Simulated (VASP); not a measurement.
A run of VASP 6.6.1 is set up as follows.

File INCAR:

```
PREC = Accurate
ENCUT = 520
EDIFF = 1E-6
ISMEAR = 0
SIGMA = 0.05
LREAL = False
LASPH = True
NELM = 80
ALGO = Normal
ISIF = 2
LWAVE = False
LCHARG = False
GGA = PS
NBANDS = 16
```

File KPOINTS:

```
Automatic mesh
0
Gamma
  9 9 6
```

File POSCAR:

```
AlN
1.0
    3.3014407767      0.0000000000      0.0000000000
   -1.6507203884      2.8591315817      0.0000000000
    0.0000000000      0.0000000000      4.3470000000
Al N
2 2
Direct
    0.3333333333      0.6666666667      0.7500000000
    0.6666666667      0.3333333333      0.2500000000
    0.3333333333      0.6666666667      0.2500000000
    0.6666666667      0.3333333333      0.7500000000
```

Potentials or basis: VASP PAW PBE potentials, release 64 (Al, N).

Launch:

```console
$ cat potpaw_PBE.64/Al/POTCAR potpaw_PBE.64/N/POTCAR > POTCAR
$ mpirun -np 1 vasp_std > vasp.out
```

Question: What does it give for the pressure?

Answer: -7.8 GPa.

Question: What does it give for the band gap on the k mesh?

Answer: 2.85 eV, direct.

Stress tensor (GPa, compression positive):
```
 -6.03   0.00   0.00
  0.00  -6.03   0.00
  0.00   0.00 -11.37
```

Caveat: the PAW data sets were made with another functional, which shifts forces and pressure a little. A hybrid or GW would open this gap; PBEsol tends to underestimate it.
